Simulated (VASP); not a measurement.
Au:

```xyz
1
Lattice="0.0000 2.0749 2.0749 2.0749 0.0000 2.0749 2.0749 2.0749 0.0000" Properties=species:S:1:pos:R:3 pbc="T T T"
Au    0.0000    0.0000    0.0000
```

Base run:

- Program: VASP 6.6.1
- Functional: LDA
- Potentials or basis: VASP PAW LDA potentials, release 64 (Au)
- Cutoff: 520 eV
- k mesh: 11 × 11 × 11
- Occupations: fermi-dirac, width 0.05 eV
- Spin: no spin polarisation

Its results: pressure -11.4 GPa.

The run is repeated on the same cell with these changes: functional from LDA to SVWN5; potentials or basis from VASP PAW LDA potentials, release 64 (Au) to VASP PAW PBE potentials, release 64 (Au). What comes out?

Pressure -12.1 GPa.

Caveats: the PAW data sets were made with another functional, which shifts forces and pressure a little (some runs).
